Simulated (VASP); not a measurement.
**Al2Cu: relaxation of cell and atoms with PBE**

Al2Cu:

```xyz
6
Lattice="2.7637 0.0000 0.0000 -1.3819 2.3935 0.0000 0.0000 0.0000 13.3083" Properties=species:S:1:pos:R:3 pbc="T T T"
Al    0.0000    1.5956    6.6542
Al    1.3819    0.7978    0.0000
Al    1.3819    0.7978    4.4361
Al    1.3819    0.7978    8.8722
Cu    0.0000    1.5956   11.0903
Cu    0.0000    1.5956    2.2181
```

```json
{
  "Program": "VASP 6.6.1",
  "Task": "relaxation of cell and atoms",
  "Functional": "PBE",
  "Potentials or basis": "VASP PAW PBE potentials, release 64 (Al, Cu)",
  "Cutoff": "600 eV",
  "k mesh": "6 × 6 × 2",
  "Occupations": "gaussian, width 0.1 eV",
  "Spin": "no spin polarisation",
  "Dipole correction": "no",
  "Further INCAR settings": "ALGO = Fast; EDIFF = 1e-06; IBRION = 2; EDIFFG = -0.04; NSW = 90; ISIF = 3"
}
```

The relaxed volume is 14.85 Å³/atom, the relaxed cell is a = 2.869 Å, b = 2.869 Å, c = 12.498 Å, α = 90.00°, β = 90.00°, γ = 120.00° and the space group after relaxing (to 0.05 Å) is P-6m2 (No. 187). The energy gained by relaxing is 57.8 meV/atom. The ionic steps are 9, the pressure after relaxing is 0.1 GPa and the largest force after relaxing is 0.032 eV/Å. The band gap on the k mesh is zero (band 17 reaches 10.30 eV, above the bottom of band 18 at 7.12 eV).

Forces in eV/Å, atoms in the order of the input:
```
Al   0.000  0.000  0.000
Al   0.000  0.000  0.000
Al   0.000  0.000 -0.019
Al   0.000  0.000  0.019
Cu   0.000  0.000 -0.032
Cu   0.000  0.000  0.032
```

Stress tensor (GPa, compression positive):
```
0.03 0.00 0.00
0.00 0.03 0.00
0.00 0.00 0.18
```

The path:
```
step  energy change (eV)  largest force (eV/Å)  pressure (GPa)  volume (Å³)
   1              0.0000                0.8889            0.31        88.03
   2             -0.1297                0.6126           -0.27        88.38
   3             -0.2813                0.5649            0.09        89.11
   4             -0.2962                0.4207           -0.04        88.94
   5             -0.2985                0.4565            0.10        88.99
   6             -0.3253                0.3041           -0.23        89.25
   7             -0.3454                0.0377           -0.71        89.76
   8             -0.3431                0.0619            1.23        88.09
   9             -0.3470                0.0318            0.08        89.07
```

Final structure:
```xyz
6
Lattice="2.8686 0.0000 0.0000 -1.4343 2.4843 0.0000 0.0000 0.0000 12.4985" Properties=species:S:1:pos:R:3 pbc="T T T"
Al    0.0000    1.6562    6.2492
Al    1.4343    0.8281    0.0000
Al    1.4343    0.8281    3.9864
Al    1.4343    0.8281    8.5121
Cu    0.0000    1.6562   10.5289
Cu    0.0000    1.6562    1.9696
```

Levels at points of the mesh, in eV from the Fermi level:
```
           k point  band 14  band 15  band 16  band 17  band 18  band 19  band 20  band 21
(0.00, 0.00, 0.00)    -3.20    -3.20    -2.81    -0.84     4.47     4.68    10.60    10.89
(0.50, 0.00, 0.00)    -2.68    -2.67    -2.19    -0.91    -0.72     0.28     0.58     2.61
(0.00, 0.00, 0.50)    -3.23    -3.20    -3.20     0.46     2.13     7.52     8.67    10.64
(0.50, 0.00, 0.50)    -2.68    -2.36    -1.91    -1.54    -0.91     1.17     1.54     1.92
```

It took 2.4 min on 1 thread of Intel(R) Xeon(R) 6975P-C (Granite Rapids), on a shared host, peak memory 0.25 GiB.

Caveat: the k points lie up to 0.42 Å⁻¹ apart in the final cell.
